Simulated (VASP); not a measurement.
# Pd (Fm-3m) in VASP: further runs

Pd is run at these levels: r2SCAN; tasks: single point.

Everything below comes from runs of VASP 6.6.1. Logs are shortened: lines on timing, memory, paths and dates and some standing lists are left out, and cuts for length are marked.

### 1 The cell of the first run

Symmetry: Fm-3m, No. 225, cubic system. The conventional cell has a = 3.912 Å, b = 3.912 Å, c = 3.912 Å, α = 90.00°, β = 90.00°, γ = 90.00°. Within 3.6 Å of Pd (site symmetry m-3m) lie 12 Pd at 2.77 Å.

### 2 Single point, r2SCAN

Input file POSCAR:

```
Pd
1.0
    0.0000000000      1.9558504376      1.9558504376
    1.9558504376      0.0000000000      1.9558504376
    1.9558504376      1.9558504376      0.0000000000
Pd
1
Direct
    0.0000000000      0.0000000000      0.0000000000
```

Input file INCAR.step1:

```
PREC = Accurate
ENCUT = 520
ISMEAR = -1
SIGMA = 0.2
LREAL = False
LASPH = True
NELM = 60
NBANDS = 11
GGA = PE
ALGO = Normal
EDIFF = 1E-4
LWAVE = True
LCHARG = False
```

Input file INCAR.step2:

```
PREC = Accurate
ENCUT = 520
EDIFF = 1E-6
ISMEAR = -1
SIGMA = 0.2
LREAL = False
LASPH = True
NELM = 60
ALGO = Normal
ISIF = 2
LWAVE = False
LCHARG = True
METAGGA = R2SCAN
LMIXTAU = True
LELF = True
LVHAR = True
NBANDS = 11
ISTART = 1
```

Input file KPOINTS:

```
Automatic mesh
0
Gamma
  14 14 14
```

Potentials or basis: VASP PAW PBE potentials, release 64 (Pd).

Command:

```bash
$ cat potpaw_PBE.64/Pd/POTCAR > POTCAR
$ cp INCAR.step1 INCAR
$ mpirun -np 1 vasp_std > vasp.out
$ cp INCAR.step2 INCAR
$ mpirun -np 1 vasp_std > vasp.out
```

OUTCAR:

```text
PREC = Accurate
   ENCUT = 520
   EDIFF = 1E-6
   ISMEAR = -1
   LREAL = False
   LASPH = True
   NELM = 60
   ISIF = 2
   METAGGA = R2SCAN
   ISTART = 1

 ion  position               nearest neighbor table
   1  0.000  0.000  0.000-

  LATTYP: Found a face centered cubic cell.
 ALAT       =     3.9117008752

  Lattice vectors:

 A1 = (   0.0000000000,   1.9558504376,   1.9558504376)
 A2 = (   1.9558504376,   0.0000000000,   1.9558504376)
 A3 = (   1.9558504376,   1.9558504376,   0.0000000000)

Analysis of symmetry for initial positions (statically):
=====================================================================
 Subroutine PRICEL returns:
 Original cell was already a primitive cell.

 Routine SETGRP: Setting up the symmetry group for a
 face centered cubic supercell.

 Subroutine GETGRP returns: Found 48 space group operations
 (whereof 48 operations were pure point group operations)
 out of a pool of 48 trial point group operations.

The static configuration has the point symmetry O_h .

Analysis of symmetry for dynamics (positions and initial velocities):
=====================================================================
 Subroutine PRICEL returns:
 Original cell was already a primitive cell.

 Routine SETGRP: Setting up the symmetry group for a
 face centered cubic supercell.

 Subroutine GETGRP returns: Found 48 space group operations
 (whereof 48 operations were pure point group operations)
 out of a pool of 48 trial point group operations.

The dynamic configuration has the point symmetry O_h .

 Subroutine INISYM returns: Found 48 space group operations
 (whereof 48 operations are pure point group operations),
 and found     1 'primitive' translations

----------------------------------------------------------------------------------------

                                     Primitive cell

  volume of cell :      14.9636

  direct lattice vectors                    reciprocal lattice vectors
     0.000000000  1.955850438  1.955850438    -0.255643269  0.255643269  0.255643269
     1.955850438  0.000000000  1.955850438     0.255643269 -0.255643269  0.255643269
     1.955850438  1.955850438  0.000000000     0.255643269  0.255643269 -0.255643269

  length of vectors
     2.765990215  2.765990215  2.765990215     0.442787131  0.442787131  0.442787131
[... 76 lines left out ...]
   LASPH  =      T    aspherical Exc in radial PAW
   ENCUT  =  520.0 eV  38.22 Ry    6.18 a.u.   5.14  5.14  5.14*2*pi/ulx,y,z
   NELM   =     60;   NELMIN=  2; NELMDL=  0     # of ELM steps
   EDIFF  = 0.1E-05   stopping-criterion for ELM
   LREAL  =      F    real-space projection
   EDIFFG = 0.1E-04   stopping-criterion for IOM
   NSW    =      0    number of steps for IOM
   IBRION =     -1    ionic relax: 0-MD 1-quasi-New 2-CG
   NFREE  =      0    steps in history (QN), initial steepest desc. (CG)
   ISIF   =      2    stress and relaxation
   ISYM   =      2    0-nonsym 1-usesym 2-fastsym
   POTIM  = 0.5000    time-step for ionic-motion
   TEBEG  =    0.0;   TEEND  =   0.0 temperature during run
   PSTRESS=    0.0 pullay stress
   NELECT =      10.0000    total number of electrons
   NUPDOWN=      -1.0000    fix difference up-down
   EMIN   =  10.00;   EMAX   =-10.00  energy-range for DOS
   EFERMI =   0.00;   METHOD = LEGACY
   ISMEAR =    -1;   SIGMA  =   0.20  broadening in eV -4-tet -1-fermi 0-gaus
   EFERMI_NEDOS =   21; number of points for ismear=-14 and -15
   IALGO  =     38    algorithm
   IMIX   =      4    mixing-type and parameters
     AMIX     =   0.40;   BMIX     =  1.00
     AMIX_MAG =   1.60;   BMIX_MAG =  1.00
  volume/ion in A,a.u.               =      14.96       100.98
  Fermi-wavevector in a.u.,A,eV,Ry     =   1.431295  2.704756 27.872973  2.048606
  Thomas-Fermi vector in A             =   2.551047
   LORBIT       =      0    0 simple, 1 ext, 2 COOP (PROOUT), +10 PAW based schemes
   METAGGA = R2SCAN    functional components
   LHFCALC =     F    Hartree Fock is set to
   AEXX    =    0.0000 exact exchange contribution
   IVDW    =     0    specifies the selected vdW correction
   LEPSILON=     F    determine dielectric tensor
   LRPA    =     F    only Hartree local field effects (RPA)
 non-spin polarized calculation
  energy-cutoff  :      520.00
  volume of cell :       14.96
 maximum number of plane-waves:       415
 NGX is ok and might be reduce to    24
   NGX = 11   NGY = 11   NGZ = 11

 number of electron       9.9999998 magnetization

 Free energy of the ion-electron system (eV)
  ---------------------------------------------------
  ext. energy  EPLUGINS =         0.00000000
  ---------------------------------------------------
  free energy    TOTEN  =       -23.05670267 eV

  energy without entropy =      -22.86836681  energy(sigma->0) =      -22.96253474

 E-fermi :   9.4644     XC(G=0): -14.0292

 val. band max:        9.4592049563   @ k =  -0.1429   0.2143   0.0714
 cond. band min:       9.5042552659   @ k =   0.5000   0.3571   0.0000
 fundamental gap:      0.0450503096
 Fermi energy:         9.4644438425

 k-point     1 :       0.0000    0.0000    0.0000
  band No.  band energies     occupation
      1       2.2914      2.00000
      2       6.5168      2.00000
      3       6.5168      2.00000
      4       6.5168      2.00000
      5       8.0919      1.99791
      6       8.0919      1.99791
      7      27.3866      0.00000
      8      31.8506      0.00000
      9      32.2847      0.00000
     10      32.2847      0.00000
     11      32.2847      0.00000
[... 309 lines left out ...]
 k-point    24 :       0.2857    0.1429    0.0000
  band No.  band energies     occupation
      1       4.4015      2.00000
      2       5.7624      2.00000
      3       6.8070      2.00000
      4       7.2400      1.99997
      5       8.3140      1.99367
      6       8.6780      1.96156
      7      25.3563      0.00000
      8      28.7925      0.00000
      9      29.9332      0.00000
     10      31.6934      0.00000
     11      32.0776      0.00000

 [... further k-points ...]
[... 5 lines left out ...]
  --------------------------------------------------------------------------------------
  -------------------------------------------------------------------------------------
  Total        0.1166288      0.1166288      0.1166288     -0.0000000      0.0000000      0.0000000
  in kB       12.4876138     12.4876138     12.4876138     -0.0000000      0.0000000      0.0000000
  external PRESSURE =      12.4876138 kB  Pullay stress =       0.0000000 kB

 VOLUME and BASIS-vectors are now :
 -----------------------------------------------------------------------------
  energy-cutoff  :      520.00
  volume of cell :       14.96
      direct lattice vectors                 reciprocal lattice vectors
     0.000000000  1.955850438  1.955850438    -0.255643269  0.255643269  0.255643269
     1.955850438  0.000000000  1.955850438     0.255643269 -0.255643269  0.255643269
     1.955850438  1.955850438  0.000000000     0.255643269  0.255643269 -0.255643269

 POSITION                                       TOTAL-FORCE (eV/Angst)
 -----------------------------------------------------------------------------------
      0.00000      0.00000      0.00000         0.000000      0.000000      0.000000
 -----------------------------------------------------------------------------------
    total drift:                               -0.000000      0.000000      0.000000

  FREE ENERGIE OF THE ION-ELECTRON SYSTEM (eV)
  ---------------------------------------------------
  free  energy   TOTEN  =       -23.0567026670 eV

  energy  without entropy=      -22.8683668148  energy(sigma->0) =      -22.96253474
```

OSZICAR.step1:

```text
N       E                     dE             d eps       ncg     rms          rms(c)
DAV:   1     0.412378085269E+02    0.41238E+02   -0.51511E+03  2304   0.851E+02
DAV:   2    -0.504992891841E+01   -0.46288E+02   -0.44664E+02  2545   0.181E+02
DAV:   3    -0.560605890442E+01   -0.55613E+00   -0.55373E+00  2786   0.210E+01
DAV:   4    -0.560849128330E+01   -0.24324E-02   -0.24320E-02  2795   0.145E+00
DAV:   5    -0.560851747731E+01   -0.26194E-04   -0.26195E-04  3015   0.137E-01    0.755E+00
DAV:   6    -0.534186919852E+01    0.26665E+00   -0.10938E+00  2801   0.856E+00    0.373E+00
DAV:   7    -0.533243588882E+01    0.94333E-02   -0.17298E-02  2987   0.878E-01    0.197E+00
DAV:   8    -0.532883996123E+01    0.35959E-02   -0.11264E-03  2826   0.280E-01    0.772E-02
DAV:   9    -0.532882660434E+01    0.13357E-04   -0.88933E-05  1976   0.806E-02
   1 F= -.53288266E+01 E0= -.52314648E+01  d E =-.194724E+00
```

Wall time 30 s (1 thread of Intel Xeon 6975P-C (Granite Rapids), shared host); peak memory 0.15 GiB.

What came out:

```yaml
Free_energy: -23.0567 eV
Pressure: 1.2 GPa
Band_gap_on_the_k_mesh: zero (band 5 reaches 9.67 eV, above the bottom of band 6 at 8.02 eV)
```

Caveat: the PAW data sets were made with another functional, which shifts forces and pressure a little.

### 3 Single point, r2SCAN

POSCAR is that of step 2.

Input file INCAR.step1:

```
SYSTEM = Pd
ALGO = Normal
EDIFF = 1E-4
ENCUT = 520
GGA = PE
ISMEAR = -1
LASPH = .TRUE.
LCHARG = .FALSE.
LREAL = .FALSE.
LWAVE = .TRUE.
NBANDS = 11
NELM = 80
PREC = Accurate
SIGMA = 0.3
```

Input file INCAR.step2:

```
SYSTEM = Pd
ALGO = Normal
EDIFF = 1E-6
ENCUT = 520
ISIF = 2
ISMEAR = -1
ISTART = 1
LASPH = .TRUE.
LCHARG = .TRUE.
LELF = .TRUE.
LMIXTAU = .TRUE.
LREAL = .FALSE.
LVHAR = .TRUE.
LWAVE = .FALSE.
METAGGA = R2SCAN
NBANDS = 11
NELM = 80
PREC = Accurate
SIGMA = 0.3
```

Input file KPOINTS:

```
k-points
0
G
  14 14 14
  0 0 0
```

Potentials or basis: VASP PAW PBE potentials, release 64 (Pd).

Command:

```bash
$ cat potpaw_PBE.64/Pd/POTCAR > POTCAR
$ cp INCAR.step1 INCAR
$ mpirun -np 1 vasp_std > vasp.out
$ cp INCAR.step2 INCAR
$ mpirun -np 1 vasp_std > vasp.out
```

OUTCAR:

```text
SYSTEM = Pd
   EDIFF = 1E-6
   ENCUT = 520
   ISIF = 2
   ISMEAR = -1
   ISTART = 1
   LASPH = .TRUE.
   LREAL = .FALSE.
   METAGGA = R2SCAN
   NELM = 80
   PREC = Accurate

 ion  position               nearest neighbor table
   1  0.000  0.000  0.000-

  LATTYP: Found a face centered cubic cell.
 ALAT       =     3.9117008752

  Lattice vectors:

 A1 = (   0.0000000000,   1.9558504376,   1.9558504376)
 A2 = (   1.9558504376,   0.0000000000,   1.9558504376)
 A3 = (   1.9558504376,   1.9558504376,   0.0000000000)

Analysis of symmetry for initial positions (statically):
[... 505 lines left out ...]
      4       7.2352      1.99912
      5       8.3095      1.96884
      6       8.6733      1.89893
      7      25.3538      0.00000
      8      28.7901      0.00000
      9      29.9328      0.00000
     10      31.6748      0.00000
     11      32.0652      0.00000

 [... further k-points ...]
[... 5 lines left out ...]
  --------------------------------------------------------------------------------------
  -------------------------------------------------------------------------------------
  Total        0.1869714      0.1869714      0.1869714      0.0000000     -0.0000000     -0.0000000
  in kB       20.0192998     20.0192998     20.0192998      0.0000000     -0.0000000     -0.0000000
  external PRESSURE =      20.0192998 kB  Pullay stress =       0.0000000 kB

 VOLUME and BASIS-vectors are now :
 -----------------------------------------------------------------------------
  energy-cutoff  :      520.00
  volume of cell :       14.96
      direct lattice vectors                 reciprocal lattice vectors
     0.000000000  1.955850438  1.955850438    -0.255643269  0.255643269  0.255643269
     1.955850438  0.000000000  1.955850438     0.255643269 -0.255643269  0.255643269
     1.955850438  1.955850438  0.000000000     0.255643269  0.255643269 -0.255643269

 POSITION                                       TOTAL-FORCE (eV/Angst)
 -----------------------------------------------------------------------------------
      0.00000      0.00000      0.00000         0.000000      0.000000      0.000000
 -----------------------------------------------------------------------------------
    total drift:                               -0.000000      0.000000     -0.000000

  FREE ENERGIE OF THE ION-ELECTRON SYSTEM (eV)
  ---------------------------------------------------
  free  energy   TOTEN  =       -23.1616061030 eV

  energy  without entropy=      -22.8153809244  energy(sigma->0) =      -22.98849351
```

Run time: 29 s. Hardware: 1 thread of Intel Xeon 6975P-C (Granite Rapids), shared host; peak memory 0.15 GiB.

Results:

```yaml
Free_energy: -23.1616 eV
Pressure: 2.0 GPa
Band_gap_on_the_k_mesh: zero (band 5 reaches 9.66 eV, above the bottom of band 6 at 8.02 eV)
```

Caveat: the PAW data sets were made with another functional, which shifts forces and pressure a little.

[end of part 1 of 2]
